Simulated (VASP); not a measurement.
# CsSrF3 (P4/mmm) in VASP: notebook

Runs on CsSrF3. Level: LDA. Tasks: single point.

Program: VASP 6.6.1. These are calculated values, not measurements. Logs are shortened: lines on timing, memory, paths and dates and some standing lists are left out, and cuts for length are marked.

### Step 1. The cell of the first run

It takes space group P4/mmm (No. 123, tetragonal). The conventional cell has a = 4.906 Å, b = 4.906 Å, c = 4.620 Å, α = 90.00°, β = 90.00°, γ = 90.00°. Within 4.4 Å of Cs (site symmetry 4/mmm) lie 12 F at 3.37 to 3.47 Å and 8 Sr at 4.17 Å. Within 3.1 Å of Sr (site symmetry 4/mmm) lie 6 F at 2.31 to 2.45 Å. Within 3.2 Å of F (site symmetry mmm) lie 2 Sr at 2.45 Å. Within 3.1 Å of F (site symmetry 4/mmm) lie 2 Sr at 2.31 Å.

### Step 2. Single point, LDA (strain +0.030 along x and y, -0.030 along z)

Contents of INCAR:

```
PREC = Accurate
ENCUT = 520
EDIFF = 1E-6
ISMEAR = 0
SIGMA = 0.05
LREAL = F
LASPH = T
NELM = 80
ALGO = Normal
ISIF = 2
LWAVE = F
LCHARG = T
LELF = T
LVHAR = T
NBANDS = 28
```

Contents of KPOINTS:

```
Automatic mesh
0
Gamma
  6 6 6
```

Contents of POSCAR:

```
CsSrF3
1.0
    4.9061444203      0.0000000000      0.0000000000
    0.0000000000      4.9061444203      0.0000000000
    0.0000000000      0.0000000000      4.6203495997
Cs Sr F
1 1 3
Direct
    0.0000000000      0.0000000000      0.0000000000
    0.5000000000      0.5000000000      0.5000000000
    0.0000000000      0.5000000000      0.5000000000
    0.5000000000      0.0000000000      0.5000000000
    0.5000000000      0.5000000000      0.0000000000
```

Potentials or basis: VASP PAW LDA potentials, release 64 (Cs_sv, Sr_sv, F).

Launch:

```console
$ cat potpaw_LDA.64/Cs_sv/POTCAR potpaw_LDA.64/Sr_sv/POTCAR potpaw_LDA.64/F/POTCAR > POTCAR
$ mpirun -np 1 vasp_std > vasp.out
```

OUTCAR:

```text
PREC = Accurate
   ENCUT = 520
   EDIFF = 1E-6
   ISMEAR = 0
   LREAL = F
   LASPH = T
   NELM = 80
   ISIF = 2

 ion  position               nearest neighbor table
   1  0.000  0.000  0.000-
   2  0.500  0.500  0.500-   5 2.31   5 2.31   3 2.45   4 2.45   4 2.45   3 2.45
   3  0.000  0.500  0.500-   2 2.45   2 2.45
   4  0.500  0.000  0.500-   2 2.45   2 2.45
   5  0.500  0.500  0.000-   2 2.31   2 2.31

  LATTYP: Found a simple tetragonal cell.
 ALAT       =     4.9061444203
 C/A-ratio  =     0.9417475728

  Lattice vectors:

 A1 = (   4.9061444203,   0.0000000000,   0.0000000000)
 A2 = (   0.0000000000,   4.9061444203,   0.0000000000)
 A3 = (   0.0000000000,   0.0000000000,   4.6203495997)

Analysis of symmetry for initial positions (statically):
=====================================================================
 Subroutine PRICEL returns:
 Original cell was already a primitive cell.

 Routine SETGRP: Setting up the symmetry group for a
 simple tetragonal supercell.

 Subroutine GETGRP returns: Found 16 space group operations
 (whereof 16 operations were pure point group operations)
 out of a pool of 16 trial point group operations.

The static configuration has the point symmetry D_4h.

Analysis of symmetry for dynamics (positions and initial velocities):
=====================================================================
 Subroutine PRICEL returns:
 Original cell was already a primitive cell.

 Routine SETGRP: Setting up the symmetry group for a
 simple tetragonal supercell.

 Subroutine GETGRP returns: Found 16 space group operations
 (whereof 16 operations were pure point group operations)
 out of a pool of 16 trial point group operations.

The dynamic configuration has the point symmetry D_4h.

 Subroutine INISYM returns: Found 16 space group operations
 (whereof 16 operations are pure point group operations),
 and found     1 'primitive' translations

----------------------------------------------------------------------------------------

                                     Primitive cell

  volume of cell :     111.2130

  direct lattice vectors                    reciprocal lattice vectors
     4.906144420  0.000000000  0.000000000     0.203826042  0.000000000  0.000000000
     0.000000000  4.906144420  0.000000000     0.000000000  0.203826042  0.000000000
     0.000000000  0.000000000  4.620349600     0.000000000  0.000000000  0.216433839

  length of vectors
     4.906144420  4.906144420  4.620349600     0.203826042  0.203826042  0.216433839

  position of ions in fractional coordinates (direct lattice)
     0.000000000  0.000000000  0.000000000
     0.500000000  0.500000000  0.500000000
     0.000000000  0.500000000  0.500000000
     0.500000000  0.000000000  0.500000000
     0.500000000  0.500000000  0.000000000

  ion indices of the primitive-cell ions
   primitive index   ion index
                 1           1
                 2           2
                 3           3
                 4           4
                 5           5

----------------------------------------------------------------------------------------

 KPOINTS: Automatic mesh

Automatic generation of k-mesh.
 Grid dimensions read from file:
 generate k-points for:    6    6    6

 Generating k-lattice:

  Cartesian coordinates                     Fractional coordinates (reciprocal lattice)
     0.033971007  0.000000000  0.000000000     0.166666667  0.000000000  0.000000000
     0.000000000  0.033971007  0.000000000     0.000000000  0.166666667  0.000000000
     0.000000000  0.000000000  0.036072306     0.000000000  0.000000000  0.166666667

  Length of vectors
     0.033971007  0.033971007  0.036072306

  Shift w.r.t. Gamma in fractional coordinates (k-lattice)
     0.000000000  0.000000000  0.000000000

 Subroutine IBZKPT returns following result:
 ===========================================

 Found     40 irreducible k-points:

 Following reciprocal coordinates:
            Coordinates               Weight
  0.000000  0.000000  0.000000      1.000000
  0.166667  0.000000  0.000000      4.000000
  0.333333  0.000000  0.000000      4.000000
  0.500000  0.000000  0.000000      2.000000
  0.166667  0.166667  0.000000      4.000000
  0.333333  0.166667  0.000000      8.000000
[... 16 lines left out ...]
  0.333333  0.000000  0.333333      8.000000
  0.500000  0.000000  0.333333      4.000000
 [... further k-points ...]
   k-points           NKPTS =     40   k-points in BZ     NKDIM =     40   number of bands    NBANDS=     28
   number of dos      NEDOS =    301   number of ions     NIONS =      5
   total plane-waves  NPLWV =  46656
   dimension x,y,z NGX =    36 NGY =   36 NGZ =   36
   dimension x,y,z NGXF=    72 NGYF=   72 NGZF=   72
   ions per type =               1   1   3
   NGX,Y,Z   is equivalent  to a cutoff of  12.20, 12.20, 12.95 a.u.
   NGXF,Y,Z  is equivalent  to a cutoff of  24.40, 24.40, 25.91 a.u.
 SYSTEM =  unknown system
   PREC   = accura    normal or accurate (medium, high low for compatibility)
   ISTART =      0    job   : 0-new  1-cont  2-samecut
   ICHARG =      2    charge: 1-file 2-atom 10-const
   ISPIN  =      1    spin polarized calculation?
   LNONCOLLINEAR =      F non collinear calculations
   LSORBIT =      F    spin-orbit coupling
   LASPH  =      T    aspherical Exc in radial PAW
   ENCUT  =  520.0 eV  38.22 Ry    6.18 a.u.   9.12  9.12  8.59*2*pi/ulx,y,z
   NELM   =     80;   NELMIN=  2; NELMDL= -5     # of ELM steps
   EDIFF  = 0.1E-05   stopping-criterion for ELM
   LREAL  =      F    real-space projection
   EDIFFG = 0.1E-04   stopping-criterion for IOM
   NSW    =      0    number of steps for IOM
   IBRION =     -1    ionic relax: 0-MD 1-quasi-New 2-CG
   NFREE  =      0    steps in history (QN), initial steepest desc. (CG)
   ISIF   =      2    stress and relaxation
   ISYM   =      2    0-nonsym 1-usesym 2-fastsym
   POTIM  = 0.5000    time-step for ionic-motion
   TEBEG  =    0.0;   TEEND  =   0.0 temperature during run
   PSTRESS=    0.0 pullay stress
   NELECT =      40.0000    total number of electrons
   NUPDOWN=      -1.0000    fix difference up-down
   EMIN   =  10.00;   EMAX   =-10.00  energy-range for DOS
   EFERMI =   0.00;   METHOD = LEGACY
   ISMEAR =     0;   SIGMA  =   0.05  broadening in eV -4-tet -1-fermi 0-gaus
   EFERMI_NEDOS =   21; number of points for ismear=-14 and -15
   IALGO  =     38    algorithm
   IMIX   =      4    mixing-type and parameters
     AMIX     =   0.40;   BMIX     =  1.00
     AMIX_MAG =   1.60;   BMIX_MAG =  1.00
  volume/ion in A,a.u.               =      22.24       150.10
  Fermi-wavevector in a.u.,A,eV,Ry     =   1.164241  2.200097 18.442123  1.355458
  Thomas-Fermi vector in A             =   2.300782
   LORBIT       =      0    0 simple, 1 ext, 2 COOP (PROOUT), +10 PAW based schemes
   GGA     = CA    functional components
   LHFCALC =     F    Hartree Fock is set to
   AEXX    =    0.0000 exact exchange contribution
   IVDW    =     0    specifies the selected vdW correction
   LEPSILON=     F    determine dielectric tensor
   LRPA    =     F    only Hartree local field effects (RPA)
 non-spin polarized calculation
 Gauss-broadening in eV      SIGMA  =   0.05
  energy-cutoff  :      520.00
  volume of cell :      111.21
 maximum number of plane-waves:      3037
   NGX = 19   NGY = 19   NGZ = 17

 number of electron      40.0000011 magnetization

 Free energy of the ion-electron system (eV)
  ---------------------------------------------------
  ext. energy  EPLUGINS =         0.00000000
  ---------------------------------------------------
  free energy    TOTEN  =       -27.00006171 eV

  energy without entropy =      -27.00006171  energy(sigma->0) =      -27.00006171

 E-fermi :  -2.3328     XC(G=0):  -8.9522

 val. band max:       -2.5729365730   @ k =   0.0000   0.0000   0.0000
 cond. band min:       3.2848017498   @ k =   0.0000   0.0000   0.0000
 fundamental gap:      5.8577383228
 Fermi energy:        -2.3328159910

 k-point     1 :       0.0000    0.0000    0.0000
  band No.  band energies     occupation
      1     -32.3359      2.00000
      2     -21.3073      2.00000
      3     -21.0575      2.00000
      4     -20.9729      2.00000
      5     -20.3623      2.00000
      6     -14.7864      2.00000
[... 20 lines left out ...]
     27       9.2142      0.00000
     28       9.2146      0.00000

 k-point     2 :       0.1667    0.0000    0.0000
  band No.  band energies     occupation
      1     -32.3343      2.00000
      2     -21.3026      2.00000
      3     -21.0740      2.00000
      4     -20.9862      2.00000
      5     -20.3755      2.00000
      6     -14.7845      2.00000
[... 20 lines left out ...]
     27       8.7453      0.00000
     28       8.8206      0.00000

 k-point     3 :       0.3333    0.0000    0.0000
  band No.  band energies     occupation
      1     -32.3311      2.00000
      2     -21.2937      2.00000
      3     -21.1318      2.00000
      4     -20.9849      2.00000
      5     -20.4031      2.00000
      6     -14.7807      2.00000
[... 20 lines left out ...]
     27       7.8757      0.00000
     28       8.1318      0.00000

 k-point     4 :       0.5000    0.0000    0.0000
  band No.  band energies     occupation
      1     -32.3295      2.00000
      2     -21.2890      2.00000
      3     -21.1651      2.00000
      4     -20.9778      2.00000
      5     -20.4177      2.00000
      6     -14.7788      2.00000
[... 578 lines left out ...]
     27       7.3392      0.00000
     28       7.6628      0.00000

 k-point    23 :       0.3333    0.0000    0.3333
  band No.  band energies     occupation
      1     -32.3187      2.00000
      2     -21.5145      2.00000
      3     -21.1004      2.00000
      4     -20.9779      2.00000
      5     -20.4306      2.00000
      6     -14.6436      2.00000
[... 20 lines left out ...]
     27       7.6202      0.00000
     28       8.0736      0.00000

 k-point    24 :       0.5000    0.0000    0.3333
  band No.  band energies     occupation
      1     -32.3171      2.00000
      2     -21.5109      2.00000
      3     -21.1359      2.00000
      4     -20.9754      2.00000
      5     -20.4360      2.00000
      6     -14.6417      2.00000
[... 20 lines left out ...]
     27       7.8637      0.00000
     28       8.9424      0.00000

 [... further k-points ...]
[... 5 lines left out ...]
  --------------------------------------------------------------------------------------
  -------------------------------------------------------------------------------------
  Total       -3.5929445     -3.5929445     -0.5124374      0.0000000     -0.0000000      0.0000000
  in kB      -51.7613497    -51.7613497     -7.3823719      0.0000000     -0.0000000      0.0000000
  external PRESSURE =     -36.9683571 kB  Pullay stress =       0.0000000 kB

 VOLUME and BASIS-vectors are now :
 -----------------------------------------------------------------------------
  energy-cutoff  :      520.00
  volume of cell :      111.21
      direct lattice vectors                 reciprocal lattice vectors
     4.906144420  0.000000000  0.000000000     0.203826042  0.000000000  0.000000000
     0.000000000  4.906144420  0.000000000     0.000000000  0.203826042  0.000000000
     0.000000000  0.000000000  4.620349600     0.000000000  0.000000000  0.216433839

 POSITION                                       TOTAL-FORCE (eV/Angst)
 -----------------------------------------------------------------------------------
      0.00000      0.00000      0.00000         0.000000      0.000000      0.000000
      2.45307      2.45307      2.31017         0.000000      0.000000      0.000000
      0.00000      2.45307      2.31017         0.000000      0.000000      0.000000
      2.45307      0.00000      2.31017         0.000000      0.000000      0.000000
      2.45307      2.45307      0.00000         0.000000      0.000000      0.000000
 -----------------------------------------------------------------------------------
    total drift:                                0.000000      0.000000      0.000000

  FREE ENERGIE OF THE ION-ELECTRON SYSTEM (eV)
  ---------------------------------------------------
  free  energy   TOTEN  =       -27.0000617139 eV

  energy  without entropy=      -27.0000617139  energy(sigma->0) =      -27.00006171
```

Wall time 87 s (1 thread of AMD EPYC 9R45 (Zen 5), shared host); peak memory 0.22 GiB.

What came out:

```yaml
Free_energy: -27.0001 eV
Pressure: -3.7 GPa
Band_gap_on_the_k_mesh: 5.86 eV, direct
```

Caveat: the cell differs from its parent crystal (strain +0.030 along x and y, -0.030 along z); spin-orbit coupling is left out, which moves the levels of the heavy elements. A k mesh can miss the band edges.

### Step 3. Single point, LDA (strain -0.030 along x and y, +0.030 along z)

Contents of INCAR:

```
PREC     = Accurate       # precision mode
ENCUT    = 520            # plane-wave cutoff, eV
EDIFF    = 1E-6           # SCF threshold, eV
ISMEAR   = 0              # smearing method
SIGMA    = 0.05           # smearing width, eV
LREAL    = F              # projectors in reciprocal space
LASPH    = T              # aspherical terms in the spheres
NELM     = 80             # most SCF steps
ALGO     = Normal         # electronic algorithm
ISIF     = 2              # what is computed and relaxed
LWAVE    = F              # write WAVECAR
LCHARG   = F              # write CHGCAR
GGA      = CA             # functional
NBANDS   = 28             # bands
```

Contents of KPOINTS:

```
regular mesh
0
Gamma
  6 6 6
```

Edit POSCAR of step 2 so:

```diff
@@ -2,5 +2,5 @@
 1.0
-    4.9061444203      0.0000000000      0.0000000000
-    0.0000000000      4.9061444203      0.0000000000
-    0.0000000000      0.0000000000      4.6203495997
+    4.6203495997      0.0000000000      0.0000000000
+    0.0000000000      4.6203495997      0.0000000000
+    0.0000000000      0.0000000000      4.9061444203
 Cs Sr F
```

Potentials or basis: VASP PAW LDA potentials, release 64 (Cs_sv, Sr_sv, F).

Launch:

```console
$ cat potpaw_LDA.64/Cs_sv/POTCAR potpaw_LDA.64/Sr_sv/POTCAR potpaw_LDA.64/F/POTCAR > POTCAR
$ mpirun -np 1 vasp_std > vasp.out
```

OUTCAR:

```text
PREC = Accurate
   ENCUT = 520
   EDIFF = 1E-6
   ISMEAR = 0
   LREAL = F
   LASPH = T
   NELM = 80
   ISIF = 2
   GGA = CA

 ion  position               nearest neighbor table
   1  0.000  0.000  0.000-   2 4.09   2 4.09   2 4.09   2 4.09   2 4.09   2 4.09   2 4.09   2 4.09

   2  0.500  0.500  0.500-   3 2.31   4 2.31   4 2.31   3 2.31   5 2.45   5 2.45   1 4.09   1 4.09
                             1 4.09   1 4.09   1 4.09   1 4.09   1 4.09   1 4.09
   3  0.000  0.500  0.500-   2 2.31   2 2.31
[... 951 lines left out ...]
  --------------------------------------------------------------------------------------
  -------------------------------------------------------------------------------------
  Total        0.1401039      0.1401039     -2.9375373      0.0000000     -0.0000000      0.0000000
  in kB        2.1432400      2.1432400    -44.9369882      0.0000000     -0.0000000      0.0000000
  external PRESSURE =     -13.5501694 kB  Pullay stress =       0.0000000 kB

 VOLUME and BASIS-vectors are now :
 -----------------------------------------------------------------------------
  energy-cutoff  :      520.00
  volume of cell :      104.73
      direct lattice vectors                 reciprocal lattice vectors
     4.620349600  0.000000000  0.000000000     0.216433839  0.000000000  0.000000000
     0.000000000  4.620349600  0.000000000     0.000000000  0.216433839  0.000000000
     0.000000000  0.000000000  4.906144420     0.000000000  0.000000000  0.203826042

 POSITION                                       TOTAL-FORCE (eV/Angst)
 -----------------------------------------------------------------------------------
      0.00000      0.00000      0.00000         0.000000      0.000000      0.000000
      2.31017      2.31017      2.45307         0.000000      0.000000      0.000000
      0.00000      2.31017      2.45307         0.000000      0.000000      0.000000
      2.31017      0.00000      2.45307         0.000000      0.000000      0.000000
      2.31017      2.31017      0.00000         0.000000      0.000000      0.000000
 -----------------------------------------------------------------------------------
    total drift:                                0.000000      0.000000      0.000000

  FREE ENERGIE OF THE ION-ELECTRON SYSTEM (eV)
  ---------------------------------------------------
  free  energy   TOTEN  =       -27.1069149595 eV

  energy  without entropy=      -27.1069149595  energy(sigma->0) =      -27.10691496
```

stdout:

```text
POSCAR found type information on POSCAR CsSrF
 POSCAR found :  3 types and       5 ions
 scaLAPACK will be used
 LDA part: xc-table for (Slater(with rela. corr.)+CA(PZ))
 , standard interpolation
 POSCAR, INCAR and KPOINTS ok, starting setup
 FFT: planning ... GRIDC
 FFT: planning ... GRID_SOFT
 FFT: planning ... GRID
 WAVECAR not read
 entering main loop
```

Run time: 56 s. Hardware: 1 thread of AMD EPYC 9R45 (Zen 5), shared host; peak memory 0.21 GiB.

Results:

```yaml
Free_energy: -27.1069 eV
Pressure: -1.4 GPa
Band_gap_on_the_k_mesh: 6.07 eV, direct
```

Stress tensor (GPa, compression positive):
```
 0.21  0.00  0.00
 0.00  0.21  0.00
 0.00  0.00 -4.49
```

Levels at points of the mesh, in eV from the valence-band top:
| k point | band 16 | band 17 | band 18 | band 19 | band 20 | band 21 | band 22 | band 23 | band 24 | band 25 |
| --- | --- | --- | --- | --- | --- | --- | --- | --- | --- | --- |
| (0.00, 0.00, 0.00) | -0.24 | -0.24 | -0.11 | 0.00 | 0.00 | 6.07 | 7.44 | 7.58 | 8.36 | 8.36 |
| (0.50, 0.00, 0.00) | -0.65 | -0.52 | -0.49 | -0.13 | 0.00 | 7.78 | 8.48 | 9.17 | 9.34 | 9.81 |
| (0.50, 0.50, 0.00) | -0.88 | -0.17 | -0.17 | -0.16 | -0.15 | 7.99 | 8.64 | 8.72 | 8.72 | 11.12 |
| (0.00, 0.00, 0.50) | -0.64 | -0.33 | -0.33 | -0.01 | -0.01 | 7.67 | 8.15 | 9.13 | 9.49 | 9.86 |
| (0.50, 0.00, 0.50) | -0.59 | -0.45 | -0.44 | -0.15 | -0.02 | 8.05 | 8.43 | 8.94 | 9.05 | 10.49 |
| (0.50, 0.50, 0.50) | -0.72 | -0.72 | -0.16 | -0.09 | -0.09 | 8.29 | 8.29 | 8.42 | 10.35 | 10.35 |

Caveat: the cell differs from its parent crystal (strain -0.030 along x and y, +0.030 along z); spin-orbit coupling is left out, which moves the levels of the heavy elements.
